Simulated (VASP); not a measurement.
Cr, 1 atom in the cell. Symmetry: Im-3m, No. 229, cubic system. Conventional cell: a = 2.796 Å, b = 2.796 Å, c = 2.796 Å, α = 90.00°, β = 90.00°, γ = 90.00°. Cr (site symmetry m-3m) has 14 Cr at 2.42 to 2.80 Å within 3.2 Å. 

- Program: VASP 6.6.1
- Task: single point
- Functional: LDA
- Potentials or basis: VASP PAW LDA potentials, release 64 (Cr_sv)
- Cutoff: 700 eV
- k mesh: 21 × 21 × 21, shifted
- Occupations: fermi-dirac, width 0.1 eV
- Spin: collinear spin, ferromagnetic start
- Starting moments: [2.0] μB
- Hubbard terms: Cr d U = 3.0 eV
- Dipole correction: no
- Further INCAR settings: ALGO = Normal; EDIFF = 1e-06; NBANDS = 17

Potentials or basis: VASP PAW LDA potentials, release 64 (Cr_sv).

Run with:

```console
$ cat potpaw_LDA.64/Cr_sv/POTCAR > POTCAR
$ mpirun -np 1 vasp_std > vasp.out
```

Hardware: 1 thread of Intel(R) Xeon(R) Platinum 8259CL CPU @ 2.50GHz (Skylake/Cascade Lake), with other jobs on the host.

Problem. How long does it take, and how much memory?

Solution. Run time: 4.4 min on 1 thread of Intel(R) Xeon(R) Platinum 8259CL CPU @ 2.50GHz (Skylake/Cascade Lake), with other jobs on the host, peak memory 0.22 GiB. Counts: scf iterations 14, k points 286.
